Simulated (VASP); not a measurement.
**BN: single point with r2SCAN**

Crystal: BN.

```xyz
4
Lattice="2.6561 0.0000 0.0000 -1.3280 2.3002 0.0000 0.0000 0.0000 4.3959" Properties=species:S:1:pos:R:3 pbc="T T T"
B     1.3280    0.7667    4.3947
B     0.0000    1.5335    2.1968
N     1.3280    0.7667    2.7487
N     0.0000    1.5335    0.5507
```

This cell differs from its parent crystal: strain +0.040 along x and y, +0.040 along z.

```json
{
 "Program": "VASP 6.6.1",
 "Task": "single point",
 "Functional": "r2SCAN",
 "Potentials or basis": "VASP PAW PBE potentials, release 64 (B, N)",
 "Cutoff": "520 eV",
 "k mesh": "12 × 12 × 6",
 "Occupations": "gaussian, width 0.05 eV",
 "Spin": "no spin polarisation"
}
```

```
Pressure               : -39.4 GPa
Largest force          : 0.101 eV/Å
Band gap on the k mesh : 5.84 eV, indirect (least direct gap 8.24 eV)
```

Forces on the atoms (eV/Å):
```
B    0.000  0.000  0.101
B    0.000  0.000  0.101
N    0.000  0.000 -0.101
N    0.000  0.000 -0.101
```

Stress tensor (GPa, compression positive):
```
-39.12   0.00   0.00
  0.00 -39.12   0.00
  0.00   0.00 -40.03
```

Levels at points of the mesh, in eV from the valence-band top:
```tsv
k point	band 6	band 7	band 8	band 9	band 10	band 11
(0.00, 0.00, 0.00)	-0.24	0.00	0.00	8.34	8.52	8.52
(0.50, 0.00, 0.00)	-4.55	-3.92	-1.94	6.78	8.14	10.65
(0.00, 0.00, 0.50)	-1.07	-1.07	-1.07	8.96	8.96	9.97
(0.50, 0.00, 0.50)	-3.43	-3.32	-3.32	6.64	6.64	9.80
```

Run time: 3.2 min on 1 thread of Intel Xeon 8259CL, on a shared host, peak memory 0.16 GiB.

Caveat: the cell differs from its parent crystal (strain +0.040 along x and y, +0.040 along z); the PAW data sets were made with another functional, which shifts forces and pressure a little. A k mesh can miss the band edges.
